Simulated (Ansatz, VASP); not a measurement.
# One calculation of NaH, two programs

File POSCAR:

```
NaH
1.0
    0.0000000000      2.4563001768      2.5567628541
    2.4563001768      0.0000000000      2.5567628541
    2.4563001768      2.4563001768      0.0000000000
Na H
1 1
Direct
    0.0000000000      0.0000000000      0.0000000000
    0.5000000000      0.5000000000      0.5000000000
```

INCAR.step1

```
SYSTEM = NaH
PREC     = Accurate       ! precision mode
ENCUT    = 520            ! plane-wave cutoff, eV
ISMEAR   = -1             ! smearing method
SIGMA    = 0.2            ! smearing width, eV
LREAL    = .FALSE.        ! projectors in reciprocal space
LASPH    = .TRUE.         ! aspherical terms in the spheres
NELM     = 100            ! most SCF steps
NBANDS   = 11             ! bands
GGA      = PE             ! functional
ALGO     = Normal         ! electronic algorithm
EDIFF    = 1E-4           ! SCF threshold, eV
LWAVE    = .TRUE.         ! write WAVECAR
LCHARG   = .FALSE.        ! write CHGCAR
```

Contents of INCAR.step2:

```
SYSTEM = NaH
PREC     = Accurate       ! precision mode
ENCUT    = 520            ! plane-wave cutoff, eV
EDIFF    = 1E-7           ! SCF threshold, eV
ISMEAR   = -1             ! smearing method
SIGMA    = 0.2            ! smearing width, eV
LREAL    = .FALSE.        ! projectors in reciprocal space
LASPH    = .TRUE.         ! aspherical terms in the spheres
NELM     = 100            ! most SCF steps
ALGO     = Normal         ! electronic algorithm
ISIF     = 2              ! what is computed and relaxed
LWAVE    = .FALSE.        ! write WAVECAR
LCHARG   = .FALSE.        ! write CHGCAR
METAGGA  = R2SCAN         ! meta-GGA
LMIXTAU  = .TRUE.       
NBANDS   = 11             ! bands
ISTART   = 1
```

KPOINTS

```
regular mesh
0
G
  10 10 10
  0 0 0
```

Input for Ansatz:

```yaml
crystal:
  lattice:
    - [0.0, 2.4563001768, 2.5567628541]
    - [2.4563001768, 0.0, 2.5567628541]
    - [2.4563001768, 2.4563001768, 0.0]
  atoms:
    - { symbol: Na, position: [0.0, 0.0, 0.0] }
    - { symbol: H, position: [0.5, 0.5, 0.5] }
basis:
  ecutwfc: 520.0
kpoints:
  mp_grid: { grid: [10, 10, 10] }
hamiltonian:
  xc: r2scan
scf:
  occupations: { method: fermi_dirac, width: 0.2 }
output:
  forces: true
  stress: true
  eigenvalues: true
```

Alike in both runs: task single point; functional r2SCAN; k mesh 10 × 10 × 10; occupations fermi-dirac, width 0.2 eV; no spin polarisation.

|  | VASP | Ansatz |
| --- | --- | --- |
| version | VASP 6.6.1 | Ansatz 0.2.0 |
| potentials or method | VASP PAW PBE potentials, release 64 (Na_pv, H), cutoff 520 eV | scalar-relativistic, plane waves, PAW |
| valence electrons in the cell | 8 | 10 |

|  | VASP | Ansatz | Ansatz less VASP |
| --- | --- | --- | --- |
| gap on the k mesh at the Fermi level (eV) | 4.20 | 4.18 | -0.012 |
| least direct gap on the mesh (eV) | 4.98 | 4.97 | -0.014 |
| pressure (GPa) | -2.4 | -2.2 | +0.27 |
| traceless stress, the component that is largest in VASP (GPa) | -0.53 | -0.54 | -0.006 |

VASP's potentials were made for PBE, not for r2SCAN. With one functional, cell and mesh, what is left measures potentials, basis and numerics. VASP's potentials hold 8 valence electrons a cell and Ansatz's 10, so a difference there can come from the potentials and not from the codes.
